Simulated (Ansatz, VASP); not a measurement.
**Two plane-wave programs on Cs**

```
CELL_PARAMETERS angstrom
0.00000 5.45602 5.45602
5.45602 0.00000 5.45602
5.45602 5.45602 0.00000
ATOMIC_POSITIONS crystal
Cs 0.12500 0.12500 0.12500
Cs 0.87500 0.87500 0.87500
```

Alike in both runs: task single point; functional PBEsol; k mesh 6 × 6 × 6; occupations fermi-dirac, width 0.1 eV; no spin polarisation.

|  | VASP | Ansatz |
| --- | --- | --- |
| version | VASP 6.6.1 | Ansatz 0.2.0 |
| potentials or method | VASP PAW PBE potentials, release 64 (Cs_sv), cutoff 520 eV | plane waves (420 eV) with PAW, scalar-relativistic |
| valence electrons in the cell | 18 | 18 |

```csv
,VASP,Ansatz,Ansatz less VASP
pressure (GPa),0.0,0.0,0.00
```

VASP's potentials were made for PBE, not for PBEsol, and Ansatz warns of the same on its side.

Spin-orbit coupling is off throughout.
